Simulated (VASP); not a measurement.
AlH4: relaxation of cell and atoms with PBE

AlH4:

```
CELL_PARAMETERS angstrom
3.81144 0.00000 0.00000
0.00000 3.81144 0.00000
0.00000 0.00000 3.81144
ATOMIC_POSITIONS crystal
Al 0.00000 0.00000 0.00000
H 0.50000 0.00000 0.00000
H 0.00000 0.50000 0.00000
H 0.00000 0.00000 0.50000
H 0.50000 0.50000 0.50000
```

The cell was built from a structure type or drawn by symmetry, and may not be a known phase.

* Program: VASP 6.6.1
* Task: relaxation of cell and atoms
* Functional: PBE
* Potentials or basis: VASP PAW PBE potentials, release 64 (Al, H)
* Cutoff: 600 eV
* k mesh: 4 × 4 × 4
* Occupations: gaussian, width 0.1 eV
* Spin: no spin polarisation
* Dipole correction: no
* Further INCAR settings: ALGO = Normal; EDIFF = 1e-07; IBRION = 2; EDIFFG = -0.04; NSW = 90; ISIF = 3

The relaxed volume is 7.76 Å³/atom and the relaxed cell is a = 3.385 Å, b = 3.385 Å, c = 3.385 Å, α = 90.00°, β = 90.00°, γ = 90.00°. The space group after relaxing (to 0.1 Å) is Pm-3m (No. 221). The energy gained by relaxing is 159.4 meV/atom. The ionic steps are 6 and the pressure after relaxing is 0.1 GPa. The band gap on the k mesh is zero (an odd number of electrons rules out a gap without spin polarisation).

Step by step:
```tsv
step	energy change (eV)	largest force (eV/Å)	pressure (GPa)	volume (Å³)
1	0.0000	0.0000	-12.07	55.37
2	-0.4413	0.0000	-9.64	48.95
3	-0.7512	0.0000	-4.22	42.04
4	-0.2321	0.0000	25.32	30.23
5	-0.7941	0.0000	-1.21	39.62
6	-0.7970	0.0000	0.12	38.80
```

Final structure:
```
Al H
1.0
     3.38528    0.00000    0.00000
     0.00000    3.38528    0.00000
     0.00000    0.00000    3.38528
Al H
1 4
Cartesian
  0.0000 0.0000 0.0000
  1.6926 0.0000 0.0000
  0.0000 1.6926 0.0000
  0.0000 0.0000 1.6926
  1.6926 1.6926 1.6926
```

Levels at points of the mesh, in eV from the Fermi level:
| k point | band 1 | band 2 | band 3 | band 4 | band 5 | band 6 | band 7 |
| --- | --- | --- | --- | --- | --- | --- | --- |
| (0.00, 0.00, 0.00) | -9.72 | -0.88 | -0.88 | 1.07 | 4.88 | 4.88 | 4.88 |
| (0.50, 0.00, 0.00) | -7.54 | -5.84 | -0.50 | 1.26 | 6.54 | 6.54 | 9.94 |
| (0.50, 0.50, 0.00) | -5.22 | -4.35 | -4.35 | -1.48 | 6.61 | 8.01 | 9.38 |
| (0.50, 0.50, 0.50) | -3.62 | -3.62 | -3.62 | -0.17 | 0.36 | 4.65 | 4.65 |

Run time: 52 s on 1 thread of Intel Xeon 8259CL (shared host), peak memory 0.16 GiB.

Caveat: the k points lie up to 0.46 Å⁻¹ apart in the final cell, too coarse for converged energies and pressures of a metal; the volume moved by over 15 % at a fixed basis, so the end points are rough.
